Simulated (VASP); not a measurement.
Here is a VASP 6.6.1 calculation.

Contents of INCAR:

```
  ALGO = Normal
  EDIFF = 1E-7
  ENCUT = 520
  GGA = PE
  ISIF = 2
  ISMEAR = 0
  LASPH = True
  LCHARG = False
  LREAL = False
  LWAVE = False
  NBANDS = 15
  NELM = 80
  PREC = Accurate
  SIGMA = 0.05
```

KPOINTS

```
k-points
0
Gamma
  14 14 14
```

Contents of POSCAR:

```
NiO
1.0
    0.0000000000      2.0774384990      2.0774384990
    2.0774384990      0.0000000000      2.0774384990
    2.0774384990      2.0774384990      0.0000000000
Ni O
1 1
Direct
    0.0000000000      0.0000000000      0.0000000000
    0.5000000000      0.5000000000      0.5000000000
```

Potentials or basis: VASP PAW PBE potentials, release 64 (Ni, O).

Command:

```console
$ cat potpaw_PBE.64/Ni/POTCAR potpaw_PBE.64/O/POTCAR > POTCAR
$ mpirun -np 1 vasp_std > vasp.out
```

Task: What does it give for the band gap on the k mesh?

Result: Zero (band 8 reaches 9.42 eV, above the bottom of band 9 at 6.53 eV).

Task: Estimate the pressure.

Result: 0.8 GPa.

Caveat: the run has no spin polarisation, though such a crystal can be magnetic; semilocal functionals often make such compounds metallic where correlation or magnetic order opens a gap, which also shifts bond lengths. Spin polarisation is off, so any magnetic state and its effect on volume and gap are missing.

**Measured values to compare with.**

From “Local correlations, non-local screening, multiplets, and band formation in NiO”, 2012, arxiv:1210.6675, for a bulk crystal of NiO: band gap 4.3 eV.

Against the measured gap of NiO, 4.3 eV (quoted in “Local correlations, non-local screening, multiplets, and band formation in NiO”, 2012, arxiv:1210.6675), the calculated 0.00 eV is off by -4.30 eV. So large a miss can be the level of theory's own, or it may mean another phase, state or a wrong row. The value is that of PBE on a finite k mesh, which can miss the band edges, without temperature or zero-point motion. Semilocal functionals fall short of measured gaps as a rule.
